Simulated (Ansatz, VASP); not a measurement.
**Two plane-wave programs on GaAs**

INCAR

```
PREC = Accurate ; ENCUT = 520
EDIFF = 1E-7 ; ISMEAR = 0
SIGMA = 0.03 ; LREAL = False
LASPH = True ; NELM = 60
ALGO = Normal ; ISIF = 2
LWAVE = False ; LCHARG = False
GGA = PE ; NBANDS = 16
```

KPOINTS

```
regular mesh
0
Gamma
  10 10 10
```

The input POSCAR:

```
GaAs
1.0
    0.0000000000      2.8726922659      2.8870557272
    2.8726922659      0.0000000000      2.8870557272
    2.8726922659      2.8726922659      0.0000000000
Ga As
1 1
Direct
    0.0000000000      0.0000000000      0.0000000000
    0.7500000000      0.7500000000      0.7500000000
```

Input for Ansatz:

```yaml
crystal:
  lattice:
    - [0.0, 2.8726922659, 2.8870557272]
    - [2.8726922659, 0.0, 2.8870557272]
    - [2.8726922659, 2.8726922659, 0.0]
  atoms:
    - { symbol: Ga, position: [0.0, 0.0, 0.0] }
    - { symbol: As, position: [0.75, 0.75, 0.75] }
basis:
  ecutwfc: 420
kpoints:
  mp_grid: { grid: [10, 10, 10] }
hamiltonian:
  xc: pbe
scf:
  occupations: { method: gaussian, width: 0.03 }
output:
  forces: true
  stress: true
  eigenvalues: true
```

Change from the starting cell: strain +0.0050 x Voigt [0, 0, 1, 0, 0, 0], atoms carried along.

Alike in both runs: task single point; functional PBE; k mesh 10 × 10 × 10; occupations gaussian, width 0.03 eV; no spin polarisation.

|  | VASP | Ansatz |
| --- | --- | --- |
| version | VASP 6.6.1 | Ansatz 0.2.0 |
| potentials or method | VASP PAW PBE potentials, release 64 (Ga_d, As), cutoff 520 eV | scalar-relativistic, plane waves, PAW |
| valence electrons in the cell | 18 | 28 |

|  | VASP | Ansatz | Ansatz less VASP |
| --- | --- | --- | --- |
| gap on the k mesh at the Fermi level (eV) | 0.12 | 0.12 | -0.002 |
| least direct gap on the mesh (eV) | 0.12 | 0.12 | -0.002 |
| pressure (GPa) | -0.1 | -0.3 | -0.17 |
| traceless stress, the component that is largest in VASP (GPa) | -0.19 | -0.19 | -0.001 |

The functional is the same, so the differences come from potentials, cutoffs and numerics. VASP's potentials hold 18 valence electrons a cell and Ansatz's 28, so a difference there can come from the potentials and not from the codes.
